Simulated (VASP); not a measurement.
Set up this calculation in VASP 6.6.1, as the native input.

* Task: single point
* Functional: PBE
* Potentials or basis: VASP PAW PBE potentials, release 64 (V_sv)
* Cutoff: 520 eV
* k mesh: 24 × 24 × 22
* Occupations: gaussian, width 0.1 eV
* Spin: no spin polarisation
* Dipole correction: no
* Further INCAR settings: ALGO = Normal; EDIFF = 1e-06; NBANDS = 12

The structure of V lies in POSCAR:

```
V
1.0
    2.6013916193      0.0000000000      0.0000000000
   -1.3006958097      2.2528712275      0.0000000000
    0.0000000000      0.0000000000      2.4191725432
V
1
Direct
    0.0000000000      0.0000000000      0.5000000000
```

The cell was built from a structure type or drawn by symmetry, and may not be a known phase.

One way to write it, as run:

INCAR

```
ALGO = Normal ; EDIFF = 1E-6
ENCUT = 520 ; GGA = PE
ISIF = 2 ; ISMEAR = 0
LASPH = True ; LCHARG = False
LREAL = False ; LWAVE = False
NBANDS = 12 ; NELM = 100
PREC = Accurate ; SIGMA = 0.1
```

KPOINTS

```
k-points
0
Gamma
  24 24 22
```

Potentials or basis: VASP PAW PBE potentials, release 64 (V_sv).

Command:

```console
$ cat potpaw_PBE.64/V_sv/POTCAR > POTCAR
$ mpirun -np 1 vasp_std > vasp.out
```

It gave:

```json
{
  "Pressure": "0.3 GPa",
  "Band gap on the k mesh": "zero (an odd number of electrons rules out a gap without spin polarisation)"
}
```

It took 35 s on 1 thread of AMD EPYC 9R45 96-Core Processor (Zen 5) (shared host), peak memory 0.19 GiB.
